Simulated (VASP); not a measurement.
A run of VASP 6.6.1:

File INCAR:

```
SYSTEM = BN
PREC = Accurate ; ENCUT = 520
EDIFF = 1E-6 ; ISMEAR = 0
SIGMA = 0.05 ; LREAL = .FALSE.
LASPH = .TRUE. ; NELM = 80
ALGO = Normal ; ISIF = 2
LWAVE = .FALSE. ; LCHARG = .TRUE.
GGA = PS ; LELF = .TRUE.
LVHAR = .TRUE. ; NBANDS = 16
```

File KPOINTS:

```
Automatic mesh
0
G
  12 12 4
  0 0 0
```

File POSCAR:

```
BN
1.0
    2.3787921191      0.0000000000      0.0000000000
   -1.1893960596      2.0600944054      0.0000000000
    0.0000000000      0.0000000000      6.6612000000
B N
2 2
Direct
    0.3333333333      0.6666666667      0.2500000000
    0.6666666667      0.3333333333      0.7500000000
    0.3333333333      0.6666666667      0.7500000000
    0.6666666667      0.3333333333      0.2500000000
```

Potentials or basis: VASP PAW PBE potentials, release 64 (B, N).

Run with:

```sh
$ cat potpaw_PBE.64/B/POTCAR potpaw_PBE.64/N/POTCAR > POTCAR
$ mpirun -np 1 vasp_std > vasp.out
```

Hardware: 1 thread of AMD EPYC 7R43 64-Core Processor (Zen 3), on a shared host.

Question: How long does it take, and how much memory?

Answer: Run time: 27 s on 1 thread of AMD EPYC 7R43 64-Core Processor (Zen 3), with other jobs on the host, peak memory 0.11 GiB. Counts: scf iterations 13, k points 57.
